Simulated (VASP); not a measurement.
Wanted: the native input for a VASP 6.6.1 run.

```
Task                   : single point
Functional             : PBEsol
Dispersion             : D3(BJ)
Potentials or basis    : VASP PAW PBE potentials, release 64 (Hg)
Cutoff                 : 520 eV
k mesh                 : 18 × 18 × 10
Occupations            : gaussian, width 0.15 eV
Spin                   : no spin polarisation
Dipole correction      : no
Further INCAR settings : ALGO = Fast; EDIFF = 1e-06; NBANDS = 19
```

The structure of Hg lies in POSCAR:

```
Hg
1.0
    3.1540667384      0.0000000000      0.0000000000
   -1.5770333692      2.7315019207      0.0000000000
    0.0000000000      0.0000000000      5.0554047156
Hg
2
Direct
    0.6666666667      0.3333333333      0.7500000000
    0.3333333333      0.6666666667      0.2500000000
```

These files were run (other wordings do the same):

INCAR

```
ALGO     = Fast           # electronic algorithm
EDIFF    = 1E-6           # SCF threshold, eV
ENCUT    = 520            # plane-wave cutoff, eV
GGA      = PS             # functional
ISIF     = 2              # what is computed and relaxed
ISMEAR   = 0              # smearing method
IVDW     = 12             # dispersion correction
LASPH    = T              # aspherical terms in the spheres
LCHARG   = F              # write CHGCAR
LREAL    = F              # projectors in reciprocal space
LWAVE    = F              # write WAVECAR
NBANDS   = 19             # bands
NELM     = 80             # most SCF steps
PREC     = Accurate       # precision mode
SIGMA    = 0.15           # smearing width, eV
```

KPOINTS

```
k-points
0
Gamma
  18 18 10
```

Potentials or basis: VASP PAW PBE potentials, release 64 (Hg).

Launch:

```console
$ cat potpaw_PBE.64/Hg/POTCAR > POTCAR
$ mpirun -np 1 vasp_std > vasp.out
```

Results of the run:

```yaml
Pressure: 0.7 GPa
Band_gap_on_the_k_mesh: zero (band 12 reaches 3.52 eV, above the bottom of band 13 at 2.01 eV)
Dispersion_energy_per_atom: -0.460 eV
```

Caveat: the PAW data sets were made with another functional, which shifts forces and pressure a little; spin-orbit coupling is left out, which moves the levels of the heavy elements; pairwise dispersion overbinds metals, which lowers pressure and volume.

It took 67 s on 1 thread of Intel(R) Xeon(R) Platinum 8375C CPU @ 2.90GHz (Ice Lake) (shared host), peak memory 0.27 GiB.
